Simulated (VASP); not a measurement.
The system is SnTe.

```
CELL_PARAMETERS angstrom
0.00000 3.58398 3.58398
3.58398 0.00000 3.58398
3.58398 3.58398 0.00000
ATOMIC_POSITIONS crystal
Sn 0.00000 0.00000 0.00000
Te 0.25000 0.25000 0.25000
```

Base run:

| Item | Value |
| --- | --- |
| Program | VASP 6.6.1 |
| Functional | r2SCAN |
| Potentials or basis | VASP PAW PBE potentials, release 64 (Sn_d, Te) |
| Cutoff | 550 eV |
| k mesh | 6 × 6 × 6 |
| Occupations | fermi-dirac, width 0.02 eV |
| Spin | no spin polarisation |

Its results: band gap on the k mesh 0.30 eV, indirect (least direct gap 0.87 eV); pressure 0.0 GPa.

Q: The run is repeated on the same cell with these changes: functional from r2SCAN to PBE; cutoff from 550 eV to 500 eV. What comes out?

A: Band gap on the k mesh 0.22 eV, indirect (least direct gap 0.77 eV); pressure 0.5 GPa.

Caveats: spin-orbit coupling is left out, which moves the levels of the heavy elements; the PAW data sets were made with another functional, which shifts forces and pressure a little (some runs).

A k mesh can miss the band edges.
